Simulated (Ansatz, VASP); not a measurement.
# Ti3Al in VASP and in Ansatz

```
CELL_PARAMETERS angstrom
5.76803 0.00000 0.00000
-2.88402 4.99526 0.00000
0.00000 0.00000 4.64241
ATOMIC_POSITIONS crystal
Ti 0.83300 0.66600 0.25000
Ti 0.16700 0.83300 0.75000
Ti 0.33400 0.16700 0.25000
Ti 0.16700 0.33400 0.75000
Ti 0.83300 0.16700 0.25000
Ti 0.66600 0.83300 0.75000
Al 0.33333 0.66667 0.25000
Al 0.66667 0.33333 0.75000
```

Alike in both runs: task single point; functional PBE; k mesh 6 × 6 × 4; occupations gaussian, width 0.1 eV; no spin polarisation.

```csv
,VASP,Ansatz
version,VASP 6.6.1,Ansatz 0.2.0
potentials or method,"VASP PAW PBE potentials, release 64 (Ti_sv, Al), cutoff 520 eV","scalar-relativistic, plane waves, PAW"
valence electrons in the cell,78,78
```

VASP gave:

```
gap on the k mesh at the Fermi level (eV)                     : none
pressure (GPa)                                                : -0.1
traceless stress, the component that is largest in VASP (GPa) : 0.34
rms of the force components (eV/Å)                            : 0.145
```

**Question.** Which values does Ansatz return?

**Answer.** gap on the k mesh at the Fermi level (eV): none; pressure (GPa): 0.0; traceless stress, the component that is largest in VASP (GPa): 0.32; rms of the force components (eV/Å): 0.149.

Atom by atom the forces differ by 0.004 eV/Å (rms over components). A gap of «none» marks a metal or a gap that the smearing closes.
